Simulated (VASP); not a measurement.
A run of VASP 6.6.1 is set up as follows.

File INCAR:

```
SYSTEM = BeNi
  ALGO = Normal
  EDIFF = 1E-6
  ENCUT = 520
  ISIF = 2
  ISMEAR = 0
  ISPIN = 2
  LASPH = .True.
  LCHARG = .False.
  LMAXMIX = 4
  LORBIT = 11
  LREAL = .False.
  LWAVE = .False.
  MAGMOM = 0 0
  NBANDS = 17
  NELM = 150
  NUPDOWN = 0.0
  PREC = Accurate
  SIGMA = 0.3
```

KPOINTS

```
k-points
0
Gamma
  9 9 9
  0 0 0
```

The input POSCAR:

```
BeNi
1.0
    2.5870000000      0.0000000000      0.0000000000
    0.0000000000      2.5870000000      0.0000000000
    0.0000000000      0.0000000000      2.5870000000
Be Ni
1 1
Direct
    0.0000000000      0.0000000000      0.0000000000
    0.5000000000      0.5000000000      0.5000000000
```

Potentials or basis: VASP PAW LDA potentials, release 64 (Be, Ni).

The run is started by

```console
$ cat potpaw_LDA.64/Be/POTCAR potpaw_LDA.64/Ni/POTCAR > POTCAR
$ mpirun -np 1 vasp_std > vasp.out
```

**Question.** What does it give for the pressure?

**Answer.** -6.6 GPa.

Caveat: the total moment is fixed, so each spin has its own Fermi level.
